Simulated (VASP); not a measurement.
A run of VASP 6.6.1 is set up as follows.

The input INCAR:

```
SYSTEM = TaN
PREC = Accurate ; ENCUT = 520
EDIFF = 1E-6 ; ISMEAR = 0
SIGMA = 0.15 ; LREAL = .False.
LASPH = .True. ; NELM = 60
ALGO = Normal ; ISIF = 2
LWAVE = .False. ; LCHARG = .False.
GGA = PS ; NBANDS = 33
LUSENCCL = .False.
```

The input KPOINTS:

```
regular mesh
0
Gamma
  12 12 16
  0 0 0
```

POSCAR

```
TaN
1.0
    5.1789208695      0.0000000000      0.0000000000
   -2.5894604347      4.4850770372      0.0000000000
    0.0000000000      0.0000000000      2.8959972730
Ta N
3 3
Direct
    0.3297115494      0.6653018545      0.5000000000
    0.6644096949      0.3346981455      0.5000000000
    0.0057927126      0.0000000000      0.0000000000
    0.3958259033      0.0000000000      0.0000000000
    0.6069995715      0.6087135082      0.0000000000
   -0.0017139367      0.3912864918      0.0000000000
```

Potentials or basis: VASP PAW PBE potentials, release 64 (Ta_pv, N).

Command:

```bash
$ cat potpaw_PBE.64/Ta_pv/POTCAR potpaw_PBE.64/N/POTCAR > POTCAR
$ mpirun -np 1 vasp_std > vasp.out
```

**Question.** Estimate the band gap on the k mesh.

**Answer.** Zero (bands 24 and 25 overlap by 3.06 eV).

**Question.** Predict the largest force.

**Answer.** 0.708 eV/Å.

**Question.** What does it give for the pressure?

**Answer.** 0.9 GPa.

Stress tensor (GPa, compression positive):
```
1.60 0.00 0.00
0.00 0.43 0.00
0.00 0.00 0.82
```

Caveat: the cell differs from its parent crystal (atoms displaced along a vibrational mode); the PAW data sets were made with another functional, which shifts forces and pressure a little; spin-orbit coupling is left out, which moves the levels of the heavy elements.
